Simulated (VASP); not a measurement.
Here is a VASP 6.6.1 calculation.

INCAR

```
PREC = Accurate
ENCUT = 520
EDIFF = 1E-6
ISMEAR = 0
SIGMA = 0.05
LREAL = False
LASPH = True
NELM = 60
ALGO = Normal
ISIF = 2
LWAVE = False
LCHARG = False
GGA = PE
NBANDS = 18
```

KPOINTS

```
regular mesh
0
Gamma
  9 9 6
```

The input POSCAR:

```
LiF
1.0
    3.0467389106      0.0000000000      0.0000000000
   -1.5233694553      2.6385532953      0.0000000000
    0.0000000000      0.0000000000      5.1599570191
Li F
2 2
Direct
    0.3333333333      0.6666666667      0.3810713234
    0.6666666667      0.3333333333      0.8810713234
    0.3333333333      0.6666666667      0.9939266766
    0.6666666667      0.3333333333      0.4939266766
```

Potentials or basis: VASP PAW PBE potentials, release 64 (Li_sv, F).

Launch:

```console
$ cat potpaw_PBE.64/Li_sv/POTCAR potpaw_PBE.64/F/POTCAR > POTCAR
$ mpirun -np 1 vasp_std > vasp.out
```

Q: What does it give for the band gap on the k mesh?

A: 7.65 eV.

Q: Predict the largest force.

A: 0.189 eV/Å.

Forces in eV/Å, atoms in the order of the input:
```
Li   0.000  0.000 -0.189
Li   0.000  0.000 -0.189
F    0.000  0.000  0.189
F    0.000  0.000  0.189
```

 A k mesh can miss the band edges.
